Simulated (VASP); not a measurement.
# CrAuI2 (R-3m) in VASP: further runs

The runs below take CrAuI2 through single point, relaxation of cell and atoms, with r2SCAN, LDA.

All numbers are computed with VASP 6.6.1; they aren't measurements. Logs are shortened: lines on timing, memory, paths and dates and some standing lists are left out, and cuts for length are marked.

## (1) The cell of the first run

It takes space group R-3m (No. 166, trigonal). The conventional cell has a = 3.911 Å, b = 3.911 Å, c = 24.830 Å, α = 90.00°, β = 90.00°, γ = 120.00°. Cr (site symmetry -3m) has 6 I at 2.69 Å within 3.5 Å. I (site symmetry 3m) has 1 Au at 2.67 Å and 3 Cr at 2.69 Å within 3.5 Å. Within 3.5 Å of Au (site symmetry -3m) lie 2 I at 2.67 Å.

## (2) Single point, r2SCAN

POSCAR reads:

```
CrAuI2
1.0
    3.9112288988     -0.0000002830     -0.0000000790
   -1.9556142043      3.3872237279     -0.0000008504
    0.0000000039     -2.2581468830      8.2765351885
Cr I Au
1 2 1
Direct
    0.5000000000      0.0000000000      0.5000000000
    0.1076368413      0.2152736827      0.3229105240
    0.8923631587      0.7847263173      0.6770894760
    0.0000000000      0.0000000000      0.0000000000
```

INCAR.step1 reads:

```
  ALGO = Normal
  EDIFF = 1E-4
  ENCUT = 520
  GGA = PE
  ISMEAR = -1
  LASPH = T
  LCHARG = F
  LREAL = F
  LWAVE = T
  NBANDS = 26
  NELM = 100
  PREC = Accurate
  SIGMA = 0.1
```

INCAR.step2 reads:

```
  ALGO = Normal
  EDIFF = 1E-7
  ENCUT = 520
  ISIF = 2
  ISMEAR = -1
  ISTART = 1
  LASPH = T
  LCHARG = F
  LMIXTAU = T
  LREAL = F
  LWAVE = F
  METAGGA = R2SCAN
  NBANDS = 26
  NELM = 100
  PREC = Accurate
  SIGMA = 0.1
```

KPOINTS reads:

```
k-points
0
Gamma
  5 5 5
```

Potentials or basis: VASP PAW PBE potentials, release 64 (Cr_pv, I, Au).

On the command line:

```console
$ cat potpaw_PBE.64/Cr_pv/POTCAR potpaw_PBE.64/I/POTCAR potpaw_PBE.64/Au/POTCAR > POTCAR
$ cp INCAR.step1 INCAR
$ mpirun -np 1 vasp_std > vasp.out
$ cp INCAR.step2 INCAR
$ mpirun -np 1 vasp_std > vasp.out
```

OUTCAR:

```text
EDIFF = 1E-7
   ENCUT = 520
   ISIF = 2
   ISMEAR = -1
   ISTART = 1
   LASPH = T
   LREAL = F
   METAGGA = R2SCAN
   NELM = 100
   PREC = Accurate

 ion  position               nearest neighbor table
   1  0.500  0.000  0.500-   2 2.69   3 2.69   2 2.69   3 2.69   2 2.69   3 2.69
   2  0.108  0.215  0.323-   4 2.67   1 2.69   1 2.69   1 2.69
   3  0.892  0.785  0.677-   4 2.67   1 2.69   1 2.69   1 2.69
   4  0.000  0.000  0.000-   2 2.67   3 2.67

  LATTYP: Found a trigonal (rhomboedric) cell.
 ALAT       =     8.5790595097
 COS(alpha) =     0.8960756995

  Lattice vectors:

 A1 = (   0.0000000039,  -2.2581468830,   8.2765351885)
 A2 = (   1.9556146984,   1.1290765619,   8.2765342591)
 A3 = (  -1.9556142004,   1.1290768449,   8.2765343381)

Analysis of symmetry for initial positions (statically):
=====================================================================
 Subroutine PRICEL returns:
 Original cell was already a primitive cell.

 Routine SETGRP: Setting up the symmetry group for a
 trigonal (rhombohedral) supercell.

 Subroutine GETGRP returns: Found 12 space group operations
 (whereof 12 operations were pure point group operations)
 out of a pool of 12 trial point group operations.

The static configuration has the point symmetry D_3d.

Analysis of symmetry for dynamics (positions and initial velocities):
=====================================================================
 Subroutine PRICEL returns:
 Original cell was already a primitive cell.

 Routine SETGRP: Setting up the symmetry group for a
 trigonal (rhombohedral) supercell.

 Subroutine GETGRP returns: Found 12 space group operations
 (whereof 12 operations were pure point group operations)
 out of a pool of 12 trial point group operations.

The dynamic configuration has the point symmetry D_3d.

 Subroutine INISYM returns: Found 12 space group operations
 (whereof 12 operations are pure point group operations),
 and found     1 'primitive' translations

----------------------------------------------------------------------------------------

                                     Primitive cell

  volume of cell :     109.6492

  direct lattice vectors                    reciprocal lattice vectors
     3.911228899 -0.000000283 -0.000000079     0.255674130  0.147613513  0.040274461
    -1.955614204  3.387223728 -0.000000850     0.000000023  0.295227063  0.080548932
     0.000000004 -2.258146883  8.276535189     0.000000002  0.000000032  0.120823515

  length of vectors
     3.911228899  3.911228899  8.579059510     0.297961478  0.306018217  0.120823515

  position of ions in fractional coordinates (direct lattice)
     0.500000000  1.000000000  0.500000000
     0.107636841  0.215273683  0.322910524
     0.892363159  0.784726317  0.677089476
     0.000000000  0.000000000  0.000000000

  ion indices of the primitive-cell ions
   primitive index   ion index
                 1           1
                 2           2
                 3           3
                 4           4

----------------------------------------------------------------------------------------

 KPOINTS: k-points

Automatic generation of k-mesh.
 Grid dimensions read from file:
 generate k-points for:    5    5    5

 Generating k-lattice:

  Cartesian coordinates                     Fractional coordinates (reciprocal lattice)
     0.051134826  0.029522703  0.008054892     0.200000000  0.000000000  0.000000000
     0.000000005  0.059045413  0.016109786     0.000000000  0.200000000  0.000000000
     0.000000000  0.000000006  0.024164703    -0.000000000  0.000000000  0.200000000

  Length of vectors
     0.059592296  0.061203643  0.024164703

  Shift w.r.t. Gamma in fractional coordinates (k-lattice)
     0.000000000  0.000000000  0.000000000

 Subroutine IBZKPT returns following result:
 ===========================================

 Found     19 irreducible k-points:

 Following reciprocal coordinates:
            Coordinates               Weight
  0.000000  0.000000  0.000000      1.000000
  0.200000 -0.000000  0.000000      6.000000
  0.400000 -0.000000  0.000000      6.000000
  0.000000  0.200000  0.000000      6.000000
  0.200000  0.200000  0.000000     12.000000
  0.400000  0.200000  0.000000     12.000000
[... 11 lines left out ...]
 -0.000000 -0.000000  0.400000      2.000000
  0.200000 -0.000000  0.400000      6.000000
   k-points           NKPTS =     19   k-points in BZ     NKDIM =     19   number of bands    NBANDS=     26
   number of dos      NEDOS =    301   number of ions     NIONS =      4
   total plane-waves  NPLWV =  57600
   dimension x,y,z NGX =    30 NGY =   30 NGZ =   64
   dimension x,y,z NGXF=    60 NGYF=   60 NGZF=  128
   ions per type =               1   2   1
   NGX,Y,Z   is equivalent  to a cutoff of  12.75, 12.75, 12.40 a.u.
   NGXF,Y,Z  is equivalent  to a cutoff of  25.50, 25.50, 24.80 a.u.
 SYSTEM =  unknown system
   PREC   = accura    normal or accurate (medium, high low for compatibility)
   ISTART =      1    job   : 0-new  1-cont  2-samecut
   ICHARG =      0    charge: 1-file 2-atom 10-const
   ISPIN  =      1    spin polarized calculation?
   LNONCOLLINEAR =      F non collinear calculations
   LSORBIT =      F    spin-orbit coupling
   LASPH  =      T    aspherical Exc in radial PAW
   ENCUT  =  520.0 eV  38.22 Ry    6.18 a.u.   7.27  7.27 15.95*2*pi/ulx,y,z
   NELM   =    100;   NELMIN=  2; NELMDL=  0     # of ELM steps
   EDIFF  = 0.1E-06   stopping-criterion for ELM
   LREAL  =      F    real-space projection
   EDIFFG = 0.1E-05   stopping-criterion for IOM
   NSW    =      0    number of steps for IOM
   IBRION =     -1    ionic relax: 0-MD 1-quasi-New 2-CG
   NFREE  =      0    steps in history (QN), initial steepest desc. (CG)
   ISIF   =      2    stress and relaxation
   ISYM   =      2    0-nonsym 1-usesym 2-fastsym
   POTIM  = 0.5000    time-step for ionic-motion
   TEBEG  =    0.0;   TEEND  =   0.0 temperature during run
   PSTRESS=    0.0 pullay stress
   NELECT =      37.0000    total number of electrons
   NUPDOWN=      -1.0000    fix difference up-down
   EMIN   =  10.00;   EMAX   =-10.00  energy-range for DOS
   EFERMI =   0.00;   METHOD = LEGACY
   ISMEAR =    -1;   SIGMA  =   0.10  broadening in eV -4-tet -1-fermi 0-gaus
   EFERMI_NEDOS =   21; number of points for ismear=-14 and -15
   IALGO  =     38    algorithm
   IMIX   =      4    mixing-type and parameters
     AMIX     =   0.40;   BMIX     =  1.00
     AMIX_MAG =   1.60;   BMIX_MAG =  1.00
  volume/ion in A,a.u.               =      27.41       184.99
  Fermi-wavevector in a.u.,A,eV,Ry     =   1.139743  2.153802 17.674154  1.299014
  Thomas-Fermi vector in A             =   2.276446
   LORBIT       =      0    0 simple, 1 ext, 2 COOP (PROOUT), +10 PAW based schemes
   METAGGA = R2SCAN    functional components
   LHFCALC =     F    Hartree Fock is set to
   AEXX    =    0.0000 exact exchange contribution
   IVDW    =     0    specifies the selected vdW correction
   LEPSILON=     F    determine dielectric tensor
   LRPA    =     F    only Hartree local field effects (RPA)
 non-spin polarized calculation
  energy-cutoff  :      520.00
  volume of cell :      109.65
 maximum number of plane-waves:      2988
 NGX is ok and might be reduce to    30
   NGX = 15   NGY = 15   NGZ = 31

 number of electron      36.9999996 magnetization

 Free energy of the ion-electron system (eV)
  ---------------------------------------------------
  ext. energy  EPLUGINS =         0.00000000
  ---------------------------------------------------
  free energy    TOTEN  =      -112.49136248 eV

  energy without entropy =     -112.29908249  energy(sigma->0) =     -112.39522248

 E-fermi :   6.4271     XC(G=0): -10.1341

 val. band max:        6.4175872791   @ k =   0.2000   0.4000   0.0000
 cond. band min:       6.4373109579   @ k =   0.2000   0.2000   0.2000
 fundamental gap:      0.0197236788
 Fermi energy:         6.4271187613

 k-point     1 :       0.0000    0.0000    0.0000
  band No.  band energies     occupation
      1     -37.8524      2.00000
      2     -37.7714      2.00000
      3     -37.7712      2.00000
      4      -9.7902      2.00000
      5      -8.7110      2.00000
      6      -1.8025      2.00000
[... 18 lines left out ...]
     25      12.1535      0.00000
     26      12.1535      0.00000

 k-point     2 :       0.2000   -0.0000    0.0000
  band No.  band energies     occupation
      1     -37.8516      2.00000
      2     -37.7748      2.00000
      3     -37.7720      2.00000
      4      -9.4981      2.00000
      5      -8.5903      2.00000
      6      -1.5286      2.00000
[... 18 lines left out ...]
     25      11.5999      0.00000
     26      12.2875      0.00000

 k-point     3 :       0.4000   -0.0000    0.0000
  band No.  band energies     occupation
      1     -37.8505      2.00000
      2     -37.7804      2.00000
      3     -37.7733      2.00000
      4      -8.8881      2.00000
      5      -8.4397      2.00000
      6      -1.0636      2.00000
[... 18 lines left out ...]
     25      11.1507      0.00000
     26      11.5072      0.00000

 k-point     4 :       0.0000    0.2000    0.0000
  band No.  band energies     occupation
      1     -37.8516      2.00000
      2     -37.7747      2.00000
      3     -37.7721      2.00000
      4      -9.4875      2.00000
      5      -8.6076      2.00000
      6      -1.4504      2.00000
[... 18 lines left out ...]
     25      11.7302      0.00000
     26      11.9508      0.00000
[... 351 lines left out ...]
      1     -37.8505      2.00000
      2     -37.7803      2.00000
      3     -37.7734      2.00000
      4      -8.7761      2.00000
      5      -8.5739      2.00000
      6      -0.8580      2.00000
[... 18 lines left out ...]
     25      10.6899      0.00000
     26      11.4959      0.00000

 k-point    18 :      -0.0000   -0.0000    0.4000
  band No.  band energies     occupation
      1     -37.8524      2.00000
      2     -37.7714      2.00000
      3     -37.7713      2.00000
      4      -9.7041      2.00000
      5      -8.8546      2.00000
      6      -0.8457      2.00000
[... 18 lines left out ...]
     25      11.4706      0.00000
     26      12.2600      0.00000

 k-point    19 :       0.2000   -0.0000    0.4000
  band No.  band energies     occupation
      1     -37.8516      2.00000
      2     -37.7748      2.00000
      3     -37.7720      2.00000
      4      -9.3993      2.00000
      5      -8.7405      2.00000
      6      -0.3600      2.00000
[... 18 lines left out ...]
     25      11.7401      0.00000
     26      12.1957      0.00000

------------------------ aborting loop because EDIFF is reached ----------------------------------------

  FORCE on cell =-STRESS in cart. coord.  units (eV):
  Direction    XX          YY          ZZ          XY          YZ          ZX
  --------------------------------------------------------------------------------------
  -------------------------------------------------------------------------------------
  Total       -0.0251441     -0.0251441     -0.1252414     -0.0000000     -0.0000000     -0.0000000
  in kB       -0.3674014     -0.3674014     -1.8300078     -0.0000000     -0.0000004     -0.0000000
  external PRESSURE =      -0.8549369 kB  Pullay stress =       0.0000000 kB

 VOLUME and BASIS-vectors are now :
 -----------------------------------------------------------------------------
  energy-cutoff  :      520.00
  volume of cell :      109.65
      direct lattice vectors                 reciprocal lattice vectors
     3.911228899 -0.000000283 -0.000000079     0.255674130  0.147613513  0.040274461
    -1.955614204  3.387223728 -0.000000850     0.000000023  0.295227063  0.080548932
     0.000000004 -2.258146883  8.276535189     0.000000002  0.000000032  0.120823515

 POSITION                                       TOTAL-FORCE (eV/Angst)
 -----------------------------------------------------------------------------------
      1.95561     -1.12907      4.13827        -0.000000     -0.000000      0.000000
      0.00000      0.00000      2.67258        -0.000000     -0.000000     -0.011663
      1.95561      1.12908      5.60395         0.000000      0.000000      0.011663
      0.00000      0.00000      0.00000        -0.000000     -0.000000      0.000000
 -----------------------------------------------------------------------------------
    total drift:                                0.000000     -0.000000      0.000000

  FREE ENERGIE OF THE ION-ELECTRON SYSTEM (eV)
  ---------------------------------------------------
  free  energy   TOTEN  =      -112.4913624834 eV

  energy  without entropy=     -112.2990824861  energy(sigma->0) =     -112.39522248
```

Run time: 8.7 min. Hardware: 1 thread of Intel Xeon 8259CL, shared host; peak memory 0.28 GiB.

Results:

* Free energy: -112.4914 eV
* Pressure: -0.1 GPa
* Largest force: 0.012 eV/Å
* Band gap on the k mesh: zero (an odd number of electrons rules out a gap without spin polarisation)

Forces on the atoms (eV/Å):
```
Cr   0.000  0.000  0.000
I    0.000  0.000 -0.012
I    0.000  0.000  0.012
Au   0.000  0.000  0.000
```

Caveat: the k points lie up to 0.37 Å⁻¹ apart, too coarse for converged energies and pressures of a metal; the PAW data sets were made with another functional, which shifts forces and pressure a little; spin-orbit coupling is left out, which moves the levels of the heavy elements; an odd number of electrons without spin polarisation forces a metal; a magnetic or distorted state may lie lower; the run has no spin polarisation, though such a crystal can be magnetic; semilocal functionals often make such compounds metallic where correlation or magnetic order opens a gap, which also shifts bond lengths. Spin polarisation is off, so any magnetic state and its effect on volume and gap are missing.

[end of part 1 of 2]
